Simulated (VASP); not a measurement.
# TiSi16 (a cell with a defect) in VASP: further runs, part 2 of 2

VASP 6.6.1. The steps go on from the part before.

## 4. Single point, PBEsol

File INCAR:

```
SYSTEM = TiSi16
ALGO = Normal
EDIFF = 1E-6
ENCUT = 520
GGA = PS
ISIF = 2
ISMEAR = 0
LASPH = .TRUE.
LCHARG = .FALSE.
LREAL = Auto
LWAVE = .FALSE.
NBANDS = 52
NELM = 100
PREC = Accurate
SIGMA = 0.02
```

File KPOINTS:

```
k-points
0
G
  2 2 2
  0 0 0
```

File POSCAR:

```
TiSi16
1.0
    0.0000000000      5.4300000000      5.4300000000
    5.4300000000      0.0000000000      5.4300000000
    5.4300000000      5.4300000000      0.0000000000
Si Ti
16 1
Direct
   -0.0087903315      0.0010328729      0.0063687845
    0.1136056169      0.1278816759      0.1276404236
   -0.0088127072      0.0093230203      0.5017116022
    0.1140846225      0.1248686004      0.6359700737
   -0.0085727440      0.5016285451      0.0052712707
    0.1137124309      0.6305643646      0.1278490792
   -0.0084352670      0.4974693370      0.5018932781
    0.1236197053      0.6265342541      0.6232147330
    0.4875517495      0.0088532228      0.0044453039
    0.6206727440      0.1256208103      0.1278187845
    0.4879471455      0.0051898711      0.5022316759
    0.6111221915      0.1441437385      0.6236976980
    0.4875986188      0.4987538674      0.0049256906
    0.6098186004      0.6261793738      0.1374640884
    0.4857340700      0.5078023941      0.4999462247
    0.6114326888      0.6211418969      0.6242553407
    0.7378869245      0.7556112339      0.7513732965
```

Potentials or basis: VASP PAW PBE potentials, release 64 (Si, Ti_sv).

Command:

```
$ cat potpaw_PBE.64/Si/POTCAR potpaw_PBE.64/Ti_sv/POTCAR > POTCAR
$ mpirun -np 1 vasp_std > vasp.out
```

OUTCAR:

```text
SYSTEM = TiSi16
   EDIFF = 1E-6
   ENCUT = 520
   GGA = PS
   ISIF = 2
   ISMEAR = 0
   LASPH = .TRUE.
   LREAL = Auto
   NELM = 100
   PREC = Accurate

 ion  position               nearest neighbor table
   1  0.991  0.001  0.006-   4 2.32   6 2.32   2 2.32  10 2.32
   2  0.114  0.128  0.128-   1 2.32   5 2.34   9 2.35   3 2.35
   3  0.991  0.009  0.502-   4 2.34   2 2.35  12 2.38   8 2.40  17 2.75
   4  0.114  0.125  0.636-   1 2.32   7 2.34   3 2.34  11 2.34
   5  0.991  0.502  0.005-   2 2.34   6 2.34  14 2.39   8 2.40  17 2.76
   6  0.114  0.631  0.128-   1 2.32   5 2.34  13 2.34   7 2.35
[... 648 lines left out ...]
  Total        4.0476874      4.3337090      4.0294310     -0.0618651      0.0692409      0.1436124
  in kB       20.2529394     21.6840719     20.1615921     -0.3095470      0.3464527      0.7185765
  external PRESSURE =      20.6995345 kB  Pullay stress =       0.0000000 kB

 VOLUME and BASIS-vectors are now :
 -----------------------------------------------------------------------------
  energy-cutoff  :      520.00
  volume of cell :      320.21
      direct lattice vectors                 reciprocal lattice vectors
     0.000000000  5.430000000  5.430000000    -0.092081031  0.092081031  0.092081031
     5.430000000  0.000000000  5.430000000     0.092081031 -0.092081031  0.092081031
     5.430000000  5.430000000  0.000000000     0.092081031  0.092081031 -0.092081031

 POSITION                                       TOTAL-FORCE (eV/Angst)
 -----------------------------------------------------------------------------------
      0.04019      5.41685      5.38788        -0.000388     -0.004270      0.002504
      1.38749      1.30997      1.31128        -0.002829     -0.002877     -0.004042
      2.77492      8.10644      5.43277        -0.001479      0.007057      0.001904
      4.13135      4.07280      1.29752         0.001025      0.001431     -0.003329
      2.75247      5.41207      8.10729        -0.000677     -0.005568      0.004778
      4.11818      1.31168      4.04142         0.002130     -0.004697     -0.000471
[... 9 lines left out ...]
      6.76251      6.70979      6.69288        -0.002499     -0.006610     -0.002116
      8.18293      8.08668      8.10970        -0.001504      0.005789      0.001424
 -----------------------------------------------------------------------------------
    total drift:                               -0.003481      0.003517      0.002500

  FREE ENERGIE OF THE ION-ELECTRON SYSTEM (eV)
  ---------------------------------------------------
  free  energy   TOTEN  =       -98.3175070660 eV

  energy  without entropy=      -98.3144332919  energy(sigma->0) =      -98.31597018
```

stdout:

```text
POSCAR found type information on POSCAR SiTi
 POSCAR found :  2 types and      17 ions
 scaLAPACK will be used
 -----------------------------------------------------------------------------
|                                                                             |
|                                                                             |
|     You enforced a specific xc type in the INCAR file but a different       |
|     I HOPE YOU KNOW WHAT YOU ARE DOING!                                     |
|                                                                             |
 -----------------------------------------------------------------------------

 LDA part: xc-table for (Slater+PW92), standard interpolation
 POSCAR, INCAR and KPOINTS ok, starting setup
 FFT: planning ... GRIDC
 FFT: planning ... GRID_SOFT
 FFT: planning ... GRID
 WAVECAR not read
 entering main loop
```

It took 5.1 min on 1 thread of AMD EPYC 7R13 (Zen 3), shared host; peak memory 0.46 GiB.

Results:

```yaml
Free_energy: -98.3175 eV
Pressure: 2.1 GPa
Largest_force: 0.013 eV/Å
Band_gap_on_the_k_mesh: zero (bands 38 and 39 overlap by 0.38 eV)
```

Forces on the atoms (eV/Å):
```
Si   0.000 -0.004  0.003
Si  -0.003 -0.003 -0.004
Si  -0.001  0.007  0.002
Si   0.001  0.001 -0.003
Si  -0.001 -0.006  0.005
Si   0.002 -0.005  0.000
Si  -0.001  0.003  0.002
Si  -0.001  0.000  0.001
Si  -0.002  0.009  0.000
Si  -0.001  0.002 -0.003
Si  -0.005 -0.010  0.003
Si   0.004 -0.004 -0.002
Si   0.001  0.004  0.004
Si   0.012 -0.004 -0.004
Si  -0.002  0.009 -0.002
Si  -0.002 -0.007 -0.002
Ti  -0.002  0.006  0.001
```

Caveat: the k points lie up to 0.50 Å⁻¹ apart; the PAW data sets were made with another functional, which shifts forces and pressure a little.

## 5. Single point, PBEsol

File INCAR:

```
  PREC = Accurate
  ENCUT = 520
  EDIFF = 1E-6
  ISMEAR = 0
  SIGMA = 0.02
  LREAL = Auto
  LASPH = True
  NELM = 100
  ALGO = Normal
  ISIF = 2
  LWAVE = False
  LCHARG = True
  GGA = PS
  LELF = True
  LVHAR = True
  NBANDS = 52
```

File KPOINTS:

```
Automatic mesh
0
Gamma
  2 2 2
```

File POSCAR:

```
TiSi16
1.0
    0.0000000000      5.4300000000      5.4300000000
    5.4300000000      0.0000000000      5.4300000000
    5.4300000000      5.4300000000      0.0000000000
Si Ti
16 1
Direct
   -0.0186331492      0.0152819521     -0.0003211786
    0.1201768877      0.1370982505      0.1224255064
    0.0000696133      0.0037211786      0.4964412523
    0.1163970534      0.1374709024      0.6192843462
   -0.0000870166      0.5112938306     -0.0107247698
    0.1166933702      0.6344031308      0.1225541436
   -0.0023116022      0.5114742173      0.4965615101
    0.1242310313      0.6331494475      0.6187951197
    0.5037959484      0.0149834254     -0.0005465930
    0.6179256906      0.1388227440      0.1247684162
    0.4989467772      0.0154491713      0.4869657459
    0.6272058011      0.1374433702      0.6190505525
    0.4992345304      0.5015612339      0.0003476059
    0.6268085635      0.6341295580      0.1225170350
    0.4946546041      0.5114256906      0.4964877532
    0.6239318600      0.6335887661      0.6188174954
    0.3697698895      0.8873286372      0.8729938306
```

Command:

```
$ cat potpaw_PBE.64/Si/POTCAR potpaw_PBE.64/Ti_sv/POTCAR > POTCAR
$ mpirun -np 1 vasp_std > vasp.out
```

It took 6.3 min on 1 thread of AMD EPYC 7R13 (Zen 3), shared host; peak memory 0.46 GiB.

Results (log left out):

```
Free energy            : -98.3175 eV
Pressure               : 2.1 GPa
Largest force          : 0.046 eV/Å
Band gap on the k mesh : zero (bands 38 and 39 overlap by 0.38 eV)
```

Forces on the atoms (eV/Å):
```
Si  -0.016  0.004 -0.004
Si   0.020  0.000 -0.001
Si  -0.003  0.006 -0.006
Si  -0.002  0.001 -0.005
Si   0.006 -0.001  0.002
Si   0.001 -0.003 -0.004
Si   0.001  0.001  0.001
Si   0.011 -0.006  0.006
Si  -0.014  0.004 -0.003
Si   0.010 -0.014  0.015
Si   0.002 -0.004  0.003
Si  -0.001  0.004 -0.002
Si  -0.015  0.030 -0.031
Si   0.003  0.002  0.002
Si   0.001  0.000 -0.001
Si   0.009 -0.004  0.002
Ti  -0.012 -0.021  0.025
```

Stress tensor (GPa, compression positive):
```
 2.14  0.02 -0.02
 0.02  2.03  0.10
-0.02  0.10  2.03
```

Levels at points of the mesh, in eV from the Fermi level:
```
           k point  band 36  band 37  band 38  band 39  band 40  band 41
(0.00, 0.00, 0.00)    -0.93    -0.40    -0.37    -0.34    -0.14    -0.10
(0.50, 0.00, 0.00)    -1.28    -0.25     0.04     0.06     0.44     0.44
(0.00, 0.50, 0.00)    -1.29    -0.28     0.00     0.07     0.44     0.46
(0.00, 0.00, 0.50)    -1.28    -0.28     0.00     0.06     0.44     0.46
(0.50, 0.50, 0.50)    -1.28    -0.25     0.03     0.07     0.44     0.45
(0.50, 0.50, 0.00)    -1.81    -0.70    -0.03     0.59     0.60     1.10
(0.00, 0.50, 0.50)    -1.82    -0.71    -0.04     0.58     0.63     1.10
(0.50, 0.00, 0.50)    -1.81    -0.70    -0.03     0.59     0.60     1.10
```

Caveat: the k points lie up to 0.50 Å⁻¹ apart; the PAW data sets were made with another functional, which shifts forces and pressure a little.
